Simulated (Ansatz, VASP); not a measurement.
In4Sb3As: VASP beside Ansatz

```xyz
8
Lattice="6.7368 0.0000 0.0000 0.0000 6.7368 0.0000 0.0000 0.0000 6.7368" Properties=species:S:1:pos:R:3 pbc="T T T"
In    1.6314    5.1054    1.6314
In    1.6314    1.6314    5.1054
In    5.1054    5.1054    5.1054
In    5.1054    1.6314    1.6314
Sb    0.0000    3.3684    3.3684
Sb    3.3684    3.3684    0.0000
Sb    3.3684    0.0000    3.3684
As    0.0000    0.0000    0.0000
```

Alike in both runs: functional PBE; k mesh 6 × 6 × 6; occupations gaussian, width 0.1 eV; no spin polarisation.

Ansatz relaxed the structure, and its values are those at the end. VASP's run is a single point on that final structure, the one shown.

|  | VASP | Ansatz |
| --- | --- | --- |
| version | VASP 6.6.1 | Ansatz 0.2.0 |
| potentials or method | VASP PAW PBE potentials, release 64 (In_d, Sb, As), cutoff 520 eV | scalar-relativistic, plane waves, PAW |
| valence electrons in the cell | 72 | 112 |

Ansatz gave:

```
gap on the k mesh at the Fermi level (eV) : none
pressure (GPa)                            : -3.0
rms of the force components (eV/Å)        : 0.007
```

Problem. Estimate VASP's values.

Solution. gap on the k mesh at the Fermi level (eV): none; pressure (GPa): -3.0; rms of the force components (eV/Å): 0.005.

A gap of «none» marks a metal or a gap that the smearing closes. The functional is the same, so the differences come from potentials, cutoffs and numerics. VASP's potentials hold 72 valence electrons a cell and Ansatz's 112, so a difference there can come from the potentials and not from the codes. Ansatz's warnings: stress scf threshold loose.

Spin-orbit coupling is off throughout.
